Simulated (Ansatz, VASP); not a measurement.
**One calculation of CdS, two programs**

```
Cd S
1.0
     0.00000    2.96335    2.96335
     2.96335    0.00000    2.96335
     2.96335    2.96335    0.00000
Cd S
1 1
Direct
  0.00000 0.00000 0.00000
  0.75000 0.75000 0.75000
```

Alike in both runs: task single point; functional PBE; k mesh 10 × 10 × 10; occupations gaussian, width 0.05 eV; no spin polarisation.

|  | VASP | Ansatz |
| --- | --- | --- |
| version | VASP 6.6.1 | Ansatz 0.2.0 |
| potentials or method | VASP PAW PBE potentials, release 64 (Cd, S), cutoff 520 eV | scalar-relativistic, plane waves, PAW |
| valence electrons in the cell | 18 | 26 |

```csv
,VASP,Ansatz,Ansatz less VASP
gap on the k mesh at the Fermi level (eV),1.04,1.04,-0.002
least direct gap on the mesh (eV),1.04,1.04,-0.002
pressure (GPa),0.3,0.0,-0.29
```

VASP's potentials hold 18 valence electrons a cell and Ansatz's 26, so a difference there can come from the potentials and not from the codes.
